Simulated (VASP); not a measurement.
Ba:

```
Ba
1.0
    -2.50808    2.50808    2.50808
     2.50808   -2.50808    2.50808
     2.50808    2.50808   -2.50808
Ba
1
Cartesian
  0.0000 0.0000 0.0000
```

| Property | Result |
| --- | --- |
| Program | VASP 6.6.1 |
| Task | relaxation of cell and atoms |
| Functional | r2SCAN |
| Potentials or basis | VASP PAW PBE potentials, release 64 (Ba_sv) |
| Cutoff | 600 eV |
| k mesh | 10 × 10 × 10 |
| Occupations | fermi-dirac, width 0.1 eV |
| Spin | no spin polarisation |

At the start: pressure 0.3 GPa; volume 63.11 Å³/atom.

Problem. Where does the relaxation end?

Solution. Over 5 steps the energy falls by 2.6 meV/atom and the volume is 65.56 Å³/atom (+3.9 %); space group Im-3m (No. 229, to 0.1 Å) before and after.

Step by step:
```tsv
step	energy change (eV)	largest force (eV/Å)	pressure (GPa)	volume (Å³)
1	0.0000	0.0000	0.33	63.11
2	-0.0020	0.0000	0.17	64.31
3	-0.0025	0.0000	0.07	65.05
4	-0.0023	0.0000	-0.13	66.55
5	-0.0026	0.0000	0.01	65.56
```

Final structure:
```cif
data_structure
_symmetry_space_group_name_H-M 'P 1'
_symmetry_Int_Tables_number 1
_cell_length_a 4.3996
_cell_length_b 4.3996
_cell_length_c 4.3996
_cell_angle_alpha 109.471
_cell_angle_beta 109.471
_cell_angle_gamma 109.471
_cell_volume 65.56
loop_
_atom_site_label
_atom_site_type_symbol
_atom_site_fract_x
_atom_site_fract_y
_atom_site_fract_z
_atom_site_occupancy
Ba1 Ba 0.00000 0.00000 0.00000 1
```

Caveat: the PAW data sets were made with another functional, which shifts forces and pressure a little.
